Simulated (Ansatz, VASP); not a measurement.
**AlRu: VASP beside Ansatz**

```
Al Ru
1.0
     2.95396    0.00000    0.00000
     0.00000    2.95396    0.00000
     0.00000    0.00000    2.95396
Al Ru
1 1
Cartesian
  0.0000 0.0000 0.0000
  1.4770 1.4770 1.4770
```

Alike in both runs: functional LDA; k mesh 16 × 16 × 16; occupations fermi-dirac, width 0.05 eV; no spin polarisation.

Ansatz relaxed the structure, and its values are those at the end. VASP's run is a single point on that final structure, the one shown.

```csv
,VASP,Ansatz
version,VASP 6.6.1,Ansatz 0.2.0
potentials or method,"VASP PAW LDA potentials, release 64 (Al, Ru_pv)","PAW with Ansatz's default frozen-core files, scalar-relativistic"
plane-wave cutoff (eV),520,420
valence electrons in the cell,17,19
```

```tsv
	VASP	Ansatz	Ansatz less VASP
pressure (GPa)	0.6	0.0	-0.61
```

LDA's correlation is that of Perdew and Zunger in VASP and of Perdew and Wang (1992) in Ansatz. VASP's potentials hold 17 valence electrons a cell and Ansatz's 19, so a difference there can come from the potentials and not from the codes.
